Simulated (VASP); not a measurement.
# Mg3ZnS4 (Cmmm) in VASP: single point with PBE

Aim: the single point of Mg3ZnS4 with PBE.

All numbers are computed with VASP 6.6.1; they aren't measurements. Logs are shortened: lines on timing, memory, paths and dates and some standing lists are left out, and cuts for length are marked.

## 1. The cell of the first run

The structure is orthorhombic, space group Cmmm (No. 65). Conventional cell: a = 7.344 Å, b = 10.427 Å, c = 3.676 Å, α = 90.00°, β = 90.00°, γ = 90.00°. Within 3.4 Å of Mg (site symmetry 2/m) lie 6 S at 2.60 to 2.61 Å. Mg (site symmetry mmm) has 6 S at 2.61 to 2.63 Å within 3.4 Å. Within 3.4 Å of Zn (site symmetry mmm) lie 6 S at 2.57 to 2.61 Å. Within 3.4 Å of S (site symmetry m2m) lie 5 Mg at 2.60 to 2.61 Å and 1 Zn at 2.61 Å. S (site symmetry 2mm) has 2 Zn at 2.57 Å and 4 Mg at 2.61 to 2.63 Å within 3.4 Å.

## 2. Single point, PBE

File INCAR:

```
SYSTEM = Mg3ZnS4
PREC = Accurate ; ENCUT = 520
EDIFF = 1E-7 ; ISMEAR = 0
SIGMA = 0.02 ; LREAL = .FALSE.
LASPH = .TRUE. ; NELM = 80
ALGO = Normal ; ISIF = 2
LWAVE = .FALSE. ; LCHARG = .FALSE.
GGA = PE ; NBANDS = 31
```

File KPOINTS:

```
Automatic mesh
0
G
  6 6 8
  0 0 0
```

File POSCAR:

```
Mg3ZnS4
1.0
    3.6722489957     -5.2134570103      0.0000000000
    3.6722489957      5.2134570103      0.0000000000
    0.0000000000      0.0000000000      3.6760845805
Mg Zn S
3 1 4
Direct
    0.0000000000      0.5000000000      0.5000000000
    0.5000000000      0.0000000000      0.5000000000
    0.5000000000      0.5000000000      0.0000000000
    0.0000000000      0.0000000000      0.0000000000
    0.7500788456      0.2499211544      0.0000000000
    0.7562390604      0.7562390604      0.5000000000
    0.2437609396      0.2437609396      0.5000000000
    0.2499211544      0.7500788456      0.0000000000
```

Potentials or basis: VASP PAW PBE potentials, release 64 (Mg, Zn, S).

The run is started by

```console
$ cat potpaw_PBE.64/Mg/POTCAR potpaw_PBE.64/Zn/POTCAR potpaw_PBE.64/S/POTCAR > POTCAR
$ mpirun -np 1 vasp_std > vasp.out
```

OUTCAR:

```text
SYSTEM = Mg3ZnS4
   PREC = Accurate
   ENCUT = 520
   EDIFF = 1E-7
   ISMEAR = 0
   LREAL = .FALSE.
   LASPH = .TRUE.
   NELM = 80
   ISIF = 2
   GGA = PE

 ion  position               nearest neighbor table
   1  0.000  0.500  0.500-   5 2.60   8 2.60   5 2.60   8 2.60   7 2.61   6 2.61
   2  0.500  0.000  0.500-   5 2.60   8 2.60   5 2.60   8 2.60   7 2.61   6 2.61
   3  0.500  0.500  0.000-   5 2.61   8 2.61   7 2.63   6 2.63   6 2.63   7 2.63
   4  0.000  0.000  0.000-   6 2.57   7 2.57   6 2.57   7 2.57   5 2.61   8 2.61
   5  0.750  0.250  0.000-   1 2.60   2 2.60   1 2.60   2 2.60   4 2.61   3 2.61
   6  0.756  0.756  0.500-   4 2.57   4 2.57   1 2.61   2 2.61   3 2.63   3 2.63
   7  0.244  0.244  0.500-   4 2.57   4 2.57   1 2.61   2 2.61   3 2.63   3 2.63
   8  0.250  0.750  0.000-   1 2.60   2 2.60   1 2.60   2 2.60   4 2.61   3 2.61

  LATTYP: Found a base centered orthorhombic cell.
 ALAT       =     7.3444979914
 B/A-ratio  =     1.4196904993
 C/A-ratio  =     0.5005222392

  Lattice vectors:

 A1 = (   3.6722489957,  -5.2134570103,   0.0000000000)
 A2 = (   3.6722489957,   5.2134570103,   0.0000000000)
 A3 = (   0.0000000000,   0.0000000000,   3.6760845805)

Analysis of symmetry for initial positions (statically):
=====================================================================
 Subroutine PRICEL returns:
 Original cell was already a primitive cell.

 Routine SETGRP: Setting up the symmetry group for a
 base centered orthorhombic supercell.

 Subroutine GETGRP returns: Found  8 space group operations
 (whereof  8 operations were pure point group operations)
 out of a pool of  8 trial point group operations.

The static configuration has the point symmetry D_2h.

Analysis of symmetry for dynamics (positions and initial velocities):
=====================================================================
 Subroutine PRICEL returns:
 Original cell was already a primitive cell.

 Routine SETGRP: Setting up the symmetry group for a
 base centered orthorhombic supercell.

 Subroutine GETGRP returns: Found  8 space group operations
 (whereof  8 operations were pure point group operations)
 out of a pool of  8 trial point group operations.

The dynamic configuration has the point symmetry D_2h.

 Subroutine INISYM returns: Found  8 space group operations
 (whereof  8 operations are pure point group operations),
 and found     1 'primitive' translations

----------------------------------------------------------------------------------------

                                     Primitive cell

  volume of cell :     140.7581

[... 109 lines left out ...]
   TEBEG  =    0.0;   TEEND  =   0.0 temperature during run
   PSTRESS=    0.0 pullay stress
   NELECT =      42.0000    total number of electrons
   NUPDOWN=      -1.0000    fix difference up-down
   EMIN   =  10.00;   EMAX   =-10.00  energy-range for DOS
   EFERMI =   0.00;   METHOD = LEGACY
   ISMEAR =     0;   SIGMA  =   0.02  broadening in eV -4-tet -1-fermi 0-gaus
   EFERMI_NEDOS =   21; number of points for ismear=-14 and -15
   IALGO  =     38    algorithm
   IMIX   =      4    mixing-type and parameters
     AMIX     =   0.40;   BMIX     =  1.00
     AMIX_MAG =   1.60;   BMIX_MAG =  1.00
  volume/ion in A,a.u.               =      17.59       118.74
  Fermi-wavevector in a.u.,A,eV,Ry     =   1.093957  2.067278 16.282653  1.196741
  Thomas-Fermi vector in A             =   2.230252
   LORBIT       =      0    0 simple, 1 ext, 2 COOP (PROOUT), +10 PAW based schemes
   GGA     = PE    functional components
   LHFCALC =     F    Hartree Fock is set to
   AEXX    =    0.0000 exact exchange contribution
   IVDW    =     0    specifies the selected vdW correction
   LEPSILON=     F    determine dielectric tensor
   LRPA    =     F    only Hartree local field effects (RPA)
 non-spin polarized calculation
 Gauss-broadening in eV      SIGMA  =   0.02
  energy-cutoff  :      520.00
  volume of cell :      140.76
 maximum number of plane-waves:      3820
   NGX = 23   NGY = 23   NGZ = 13

 number of electron      42.0000016 magnetization

 Free energy of the ion-electron system (eV)
  ---------------------------------------------------
  ext. energy  EPLUGINS =         0.00000000
  ---------------------------------------------------
  free energy    TOTEN  =       -31.64798392 eV

  energy without entropy =      -31.64798392  energy(sigma->0) =      -31.64798392

 E-fermi :   3.6682     XC(G=0):  -9.8941

 val. band max:        3.5700784858   @ k =   0.1667   0.1667   0.0000
 cond. band min:       4.8000924824   @ k =   0.5000   0.5000   0.5000
 fundamental gap:      1.2300139966
 Fermi energy:         3.6681840303

 k-point     1 :       0.0000    0.0000    0.0000
  band No.  band energies     occupation
      1      -9.2328      2.00000
      2      -7.8903      2.00000
      3      -7.8472      2.00000
      4      -7.5708      2.00000
      5      -2.4306      2.00000
      6      -2.3762      2.00000
[... 805 lines left out ...]
     30      10.5673      0.00000
     31      10.8328      0.00000

 [... further k-points ...]

------------------------ aborting loop because EDIFF is reached ----------------------------------------

  FORCE on cell =-STRESS in cart. coord.  units (eV):
  Direction    XX          YY          ZZ          XY          YZ          ZX
  --------------------------------------------------------------------------------------
  -------------------------------------------------------------------------------------
  Total       -0.1819607     -0.2042088     -0.1856753      0.0000000      0.0000000      0.0000000
  in kB       -2.0711657     -2.3244039     -2.1134467      0.0000000      0.0000000      0.0000000
  external PRESSURE =      -2.1696721 kB  Pullay stress =       0.0000000 kB

 VOLUME and BASIS-vectors are now :
 -----------------------------------------------------------------------------
  energy-cutoff  :      520.00
  volume of cell :      140.76
      direct lattice vectors                 reciprocal lattice vectors
     3.672248996 -5.213457010  0.000000000     0.136156345 -0.095905653  0.000000000
     3.672248996  5.213457010  0.000000000     0.136156345  0.095905653  0.000000000
     0.000000000  0.000000000  3.676084580     0.000000000  0.000000000  0.272028561

 POSITION                                       TOTAL-FORCE (eV/Angst)
 -----------------------------------------------------------------------------------
      1.83612      2.60673      1.83804         0.000000      0.000000      0.000000
      1.83612     -2.60673      1.83804         0.000000      0.000000      0.000000
      3.67225      0.00000      0.00000         0.000000      0.000000      0.000000
      0.00000      0.00000      0.00000         0.000000      0.000000      0.000000
      3.67225     -2.60755      0.00000         0.000000      0.006171     -0.000000
      5.55420      0.00000      1.83804        -0.011089      0.000000      0.000000
      1.79030      0.00000      1.83804         0.011089      0.000000     -0.000000
      3.67225      2.60755      0.00000         0.000000     -0.006171     -0.000000
 -----------------------------------------------------------------------------------
    total drift:                               -0.000000      0.000000      0.000000

  FREE ENERGIE OF THE ION-ELECTRON SYSTEM (eV)
  ---------------------------------------------------
  free  energy   TOTEN  =       -31.6479839216 eV

  energy  without entropy=      -31.6479839216  energy(sigma->0) =      -31.64798392
```

OSZICAR:

```text
N       E                     dE             d eps       ncg     rms          rms(c)
DAV:   1     0.258791027447E+03    0.25879E+03   -0.17721E+04  4030   0.128E+03
DAV:   2    -0.220492856467E+01   -0.26100E+03   -0.24574E+03  4389   0.275E+02
DAV:   3    -0.326196753731E+02   -0.30415E+02   -0.30045E+02  4840   0.934E+01
DAV:   4    -0.334783282195E+02   -0.85865E+00   -0.85671E+00  5133   0.173E+01
DAV:   5    -0.334916914722E+02   -0.13363E-01   -0.13361E-01  5001   0.223E+00    0.995E+00
DAV:   6    -0.317246847260E+02    0.17670E+01   -0.30420E+00  6419   0.421E+01    0.791E+00
DAV:   7    -0.316603472995E+02    0.64337E-01   -0.28393E+00  4614   0.720E+00    0.473E+00
DAV:   8    -0.316473927471E+02    0.12955E-01   -0.10985E-01  4821   0.181E+00    0.172E+00
DAV:   9    -0.316477454155E+02   -0.35267E-03   -0.10599E-02  4868   0.124E+00    0.401E-01
DAV:  10    -0.316478150708E+02   -0.69655E-04   -0.11852E-03  5125   0.302E-01    0.118E-01
DAV:  11    -0.316479861920E+02   -0.17112E-03   -0.34951E-04  4698   0.115E-01    0.434E-02
DAV:  12    -0.316479834255E+02    0.27664E-05   -0.34835E-05  5211   0.460E-02    0.148E-02
DAV:  13    -0.316479844146E+02   -0.98909E-06   -0.41362E-06  5028   0.102E-02    0.698E-03
DAV:  14    -0.316479837384E+02    0.67623E-06   -0.45985E-07  4901   0.548E-03    0.659E-03
DAV:  15    -0.316479838602E+02   -0.12174E-06   -0.17132E-07  3606   0.555E-03    0.120E-03
DAV:  16    -0.316479839216E+02   -0.61464E-07   -0.54264E-08  2876   0.286E-03
   1 F= -.31647984E+02 E0= -.31647984E+02  d E =-.278328E-14
```

Wall time 4.1 min (1 thread of Intel Xeon 6975P-C, shared host); peak memory 0.41 GiB.

Results:

```
Free energy            : -31.6480 eV
Pressure               : -0.2 GPa
Largest force          : 0.011 eV/Å
Band gap on the k mesh : 1.23 eV, indirect (least direct gap 1.43 eV)
```

Forces on the atoms (eV/Å):
```
Mg   0.000  0.000  0.000
Mg   0.000  0.000  0.000
Mg   0.000  0.000  0.000
Zn   0.000  0.000  0.000
S    0.000  0.006  0.000
S   -0.011  0.000  0.000
S    0.011  0.000  0.000
S    0.000 -0.006  0.000
```

A k mesh can miss the band edges.
